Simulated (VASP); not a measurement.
Here is a VASP 6.6.1 calculation.

INCAR

```
PREC = Accurate
ENCUT = 520
EDIFF = 1E-7
ISMEAR = 0
SIGMA = 0.01
LREAL = Auto
LASPH = T
NELM = 150
ALGO = Normal
ISIF = 2
LWAVE = F
LCHARG = F
ISPIN = 2
MAGMOM = 0.1 0 0 0 0 0 0 0 0 0 0 0 0.1 0 0 0 0.1 0 0 0.1 0 0 0 0.1 0 0 0 0 0 0 0 0 0 0 0 0.1 0 0 0 0 0 0 0 0 0 0 0 0 0 0 0 0 0 0 0.1 0 0 0 0.1 0 0 0 0 0 0 0 0 0 0 0 0.1 0 0.1
LORBIT = 11
GGA = PE
NELECT = 295.0
NBANDS = 192
```

Contents of KPOINTS:

```
Automatic mesh
0
Gamma
  1 1 1
```

Contents of POSCAR:

```
Al36N37
1.0
    9.3906252598      0.0000000000      0.0000000000
   -4.6953126299      8.1325200324      0.0000000000
    0.0000000000      0.0000000000     10.0360866438
Al N
36 37
Direct
    0.2167632289      0.1083816145      0.2459736910
    0.2244724305      0.1122362153      0.7428397455
    0.2265840961      0.4531681922      0.2567084291
    0.2205698872      0.4411397744      0.7534486969
    0.2265840961      0.7734159039      0.2567084291
    0.2205698872      0.7794301128      0.7534486969
    0.5549003488      0.1098006976      0.2470430041
    0.5563432078      0.1126864156      0.7497837234
    0.5549003488      0.4450996512      0.2470430041
    0.5563432078      0.4436567922      0.7497837234
    0.5468318078      0.7734159039      0.2567084291
    0.5588602256      0.7794301128      0.7534486969
    0.8916183855      0.1083816145      0.2459736910
    0.8877637847      0.1122362153      0.7428397455
    0.8901993024      0.4450996512      0.2470430041
    0.8873135844      0.4436567922      0.7497837234
    0.8916183855      0.7832367711      0.2459736910
    0.8877637847      0.7755275695      0.7428397455
    0.1117212928      0.2234425857      0.4946982720
    0.1044187011      0.2088374022      1.0058410636
    0.1108517747      0.5554258874      0.5050114149
    0.1116802593      0.5558401296      1.0003302561
    0.1117212928      0.8882787072      0.4946982720
    0.1044187011      0.8955812989      1.0058410636
    0.4450886064      0.2225443032      0.4959189898
    0.4450752352      0.2225376176      0.9968103033
    0.4445741126      0.5554258874      0.5050114149
    0.4441598704      0.5558401296      1.0003302561
    0.4445741126      0.8891482253      0.5050114149
    0.4441598704      0.8883197407      1.0003302561
    0.7774556968      0.2225443032      0.4959189898
    0.7774623824      0.2225376176      0.9968103033
    0.7774556968      0.5549113936      0.4959189898
    0.7774623824      0.5549247648      0.9968103033
    0.7765574143      0.8882787072      0.4946982720
    0.7911625978      0.8955812989      1.0058410636
    0.2234021580      0.1117010790      0.4403918278
    0.2372792460      0.1186396230      0.9263790996
    0.2249228483      0.4498456966      0.4474843874
    0.2205878384      0.4411756769      0.9440348191
    0.2249228483      0.7750771517      0.4474843874
    0.2205878384      0.7794121616      0.9440348191
    0.5547610470      0.1095220940      0.4384448669
    0.5556675450      0.1113350901      0.9408331648
    0.5547610470      0.4452389530      0.4384448669
    0.5556675450      0.4443324550      0.9408331648
    0.5501543034      0.7750771517      0.4474843874
    0.5588243231      0.7794121616      0.9440348191
    0.8882989210      0.1117010790      0.4403918278
    0.8813603770      0.1186396230      0.9263790996
    0.8904779060      0.4452389530      0.4384448669
    0.8886649099      0.4443324550      0.9408331648
    0.8882989210      0.7765978420      0.4403918278
    0.8813603770      0.7627207540      0.9263790996
    0.1200219741      0.2400439481      0.2097041911
    0.1114893818      0.2229787636      0.6857511600
    0.1123589139      0.5561794569      0.1921362233
    0.1104075126      0.5552037563      0.6952513345
    0.1200219741      0.8799780259      0.2097041911
    0.1114893818      0.8885106182      0.6857511600
    0.4434018769      0.2217009384      0.1889506027
    0.4481138184      0.2240569092      0.6849919005
    0.4438205431      0.5561794569      0.1921362233
    0.4447962437      0.5552037563      0.6952513345
    0.4438205431      0.8876410861      0.1921362233
    0.4447962437      0.8895924874      0.6952513345
    0.7782990616      0.2217009384      0.1889506027
    0.7759430908      0.2240569092      0.6849919005
    0.7782990616      0.5565981231      0.1889506027
    0.7759430908      0.5518861816      0.6849919005
    0.7599560519      0.8799780259      0.2097041911
    0.7770212364      0.8885106182      0.6857511600
    0.0000000000      0.0000000000      0.0778831649
```

Potentials or basis: VASP PAW PBE potentials, release 64 (Al, N).

Launch:

```console
$ cat potpaw_PBE.64/Al/POTCAR potpaw_PBE.64/N/POTCAR > POTCAR
$ mpirun -np 1 vasp_gam > vasp.out
```

Predict the net moment.

1.00 μB per cell.

What does it give for the site moments?

Al -0.00, +0.00, +0.01; N -0.00, +0.03, +0.00, +0.05, +0.44 μB.

Estimate the largest force.

0.016 eV/Å.

Forces on the atoms (eV/Å):
```
Al   0.002  0.001 -0.007
Al  -0.002 -0.001  0.000
Al   0.000 -0.002  0.003
Al   0.000  0.004  0.000
Al  -0.002  0.001  0.003
Al   0.003 -0.002  0.000
Al   0.000 -0.003  0.000
Al   0.000 -0.006  0.002
Al  -0.002  0.001  0.000
Al  -0.005  0.003  0.002
Al   0.002  0.001  0.003
Al  -0.003 -0.002  0.000
Al  -0.002  0.001 -0.007
Al   0.002 -0.001  0.000
Al   0.002  0.001  0.000
Al   0.005  0.003  0.002
Al   0.000 -0.003 -0.007
Al   0.000  0.003  0.000
Al   0.000  0.000 -0.003
Al   0.000  0.008 -0.002
Al  -0.003 -0.002  0.000
Al  -0.005 -0.003  0.005
Al   0.000  0.000 -0.003
Al   0.007 -0.004 -0.002
Al   0.001  0.001 -0.005
Al   0.001  0.000 -0.002
Al   0.003 -0.002  0.000
Al   0.005 -0.003  0.005
Al   0.000  0.004  0.000
Al   0.000  0.006  0.005
Al  -0.001  0.001 -0.005
Al  -0.001  0.000 -0.002
Al   0.000 -0.002 -0.005
Al   0.000 -0.001 -0.002
Al   0.000  0.000 -0.003
Al  -0.007 -0.004 -0.002
N    0.001  0.001  0.004
N    0.003  0.002  0.000
N    0.000 -0.001 -0.002
N    0.000  0.002  0.001
N   -0.001  0.000 -0.002
N    0.002 -0.001  0.001
N    0.000  0.002  0.002
N    0.000  0.004  0.003
N    0.001 -0.001  0.002
N    0.003 -0.002  0.003
N    0.001  0.000 -0.002
N   -0.002 -0.001  0.001
N   -0.001  0.001  0.004
N   -0.003  0.002  0.000
N   -0.001 -0.001  0.002
N   -0.003 -0.002  0.003
N    0.000 -0.001  0.004
N    0.000 -0.003  0.000
N    0.000 -0.006 -0.003
N    0.000 -0.002  0.001
N    0.004  0.002  0.003
N   -0.001  0.000 -0.001
N   -0.005  0.003 -0.003
N   -0.002  0.001  0.001
N    0.002  0.001 -0.001
N   -0.001 -0.001  0.000
N   -0.004  0.002  0.003
N    0.001  0.000 -0.001
N    0.000 -0.004  0.003
N    0.000  0.001 -0.001
N   -0.002  0.001 -0.001
N    0.001 -0.001  0.000
N    0.000 -0.003 -0.001
N    0.000  0.001  0.000
N    0.005  0.003 -0.003
N    0.002  0.001  0.001
N    0.000  0.000  0.016
```

Caveat: the k points lie up to 0.77 Å⁻¹ apart; the cell carries a net charge on a neutralising background, which shifts energy and pressure.
